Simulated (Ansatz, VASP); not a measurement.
**One calculation of Hf2O, two programs**

```xyz
3
Lattice="3.6038 0.0000 0.0000 -1.8019 3.1210 0.0000 0.0000 0.0000 3.8912" Properties=species:S:1:pos:R:3 pbc="T T T"
Hf    0.0000    2.0807    1.9456
Hf    1.8019    1.0403    1.9456
O     0.0000    0.0000    0.0000
```

Alike in both runs: task relaxation of cell and atoms; functional PBE; k mesh 6 × 6 × 4; occupations gaussian, width 0.1 eV; no spin polarisation.

```csv
,VASP,Ansatz
version,VASP 6.6.1,Ansatz 0.2.0
potentials or method,"VASP PAW PBE potentials, release 64 (Hf_pv, O), cutoff 600 eV","scalar-relativistic, plane waves, PAW"
valence electrons in the cell,26,58
```

Ansatz gave:

| Item | Value |
| --- | --- |
| gap on the k mesh at the Fermi level, each at its own relaxed structure (eV) | none |
| relaxed volume (Å³/atom) | 18.43 |
| relaxed length of the cell vector where the two differ most in proportion (Å) | 4.741 |

What did VASP give for the same quantities?

gap on the k mesh at the Fermi level, each at its own relaxed structure (eV): none; relaxed volume (Å³/atom): 17.89; relaxed length of the cell vector where the two differ most in proportion (Å): 4.670.

A gap of «none» marks a metal or a gap that the smearing closes. VASP's potentials hold 26 valence electrons a cell and Ansatz's 58, so a difference there can come from the potentials and not from the codes.

The k mesh is coarse, so the values compare programs but aren't converged. Neither program's run includes spin-orbit coupling. Noted on VASP's run: the volume moved by over 15 % at a fixed basis, so the end points are rough.
